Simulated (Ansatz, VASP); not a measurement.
One calculation of HfH5, two programs

```
Hf H
1.0
     3.07374    0.00000    0.00000
     0.00000    3.07374    0.00000
     0.00000    0.00000    5.52830
Hf H
1 5
Direct
  0.50000 0.50000 0.97084
  0.00000 0.00000 0.86168
  0.50000 0.50000 0.42700
  0.00000 0.50000 0.18557
  0.50000 0.00000 0.18557
  0.50000 0.50000 0.57586
```

Alike in both runs: task relaxation of cell and atoms; functional PBE; k mesh 12 × 12 × 8; occupations gaussian, width 0.1 eV; no spin polarisation.

```csv
,VASP,Ansatz
version,VASP 6.6.1,Ansatz 0.2.0
potentials or method,"VASP PAW PBE potentials, release 64 (Hf_pv, H), cutoff 600 eV","scalar-relativistic, plane waves, PAW"
valence electrons in the cell,15,31
```

```tsv
	VASP	Ansatz	Ansatz less VASP
gap on the k mesh at the Fermi level, each at its own relaxed structure (eV)	none	none	-
relaxed volume (Å³/atom)	8.68	8.70	+0.015
relaxed length of the cell vector where the two differ most in proportion (Å)	3.068	3.072	+0.0044
```

A gap of «none» marks a metal or a gap that the smearing closes. VASP's potentials hold 15 valence electrons a cell and Ansatz's 31, so a difference there can come from the potentials and not from the codes.

Neither program's run includes spin-orbit coupling.
